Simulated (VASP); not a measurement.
Write the native input for VASP 6.6.1 that does the following.

```yaml
Task: single point
Functional: PBE
Potentials_or_basis: VASP PAW PBE potentials, release 64 (Ti_sv)
Cutoff: 520 eV
k_mesh: 15 × 15 × 15
Occupations: fermi-dirac, width 0.1 eV
Spin: no spin polarisation
Dipole_correction: no
Further_INCAR_settings: ALGO = Normal; EDIFF = 1e-07; NBANDS = 19
```

The structure of Ti lies in POSCAR:

```
Ti
1.0
   -1.8261990852      1.8261990852      1.0483493832
    1.8261990852     -1.8261990852      1.0483493832
    1.8261990852      1.8261990852     -1.0483493832
Ti
2
Direct
   -0.3750000000     -0.1250000000     -0.2500000000
    0.3750000000      0.1250000000      0.2500000000
```

This cell differs from its parent crystal: volume scaled by 0.4.

These files were run (other wordings do the same):

INCAR

```
SYSTEM = Ti
ALGO = Normal ; EDIFF = 1E-7
ENCUT = 520 ; GGA = PE
ISIF = 2 ; ISMEAR = -1
LASPH = .True. ; LCHARG = .False.
LREAL = .False. ; LWAVE = .False.
NBANDS = 19 ; NELM = 60
PREC = Accurate ; SIGMA = 0.1
```

KPOINTS

```
k-points
0
Gamma
  15 15 15
  0 0 0
```

Potentials or basis: VASP PAW PBE potentials, release 64 (Ti_sv).

Launch:

```console
$ cat potpaw_PBE.64/Ti_sv/POTCAR > POTCAR
$ mpirun -np 1 vasp_std > vasp.out
```

It gave:

| Property | Result |
| --- | --- |
| Pressure | 448.0 GPa |
| Band gap on the k mesh | zero (band 12 reaches 22.63 eV, above the bottom of band 13 at 20.08 eV) |

Wall time 34 s on 1 thread of Intel(R) Xeon(R) 6975P-C (Granite Rapids), with other jobs on the host, peak memory 0.19 GiB.
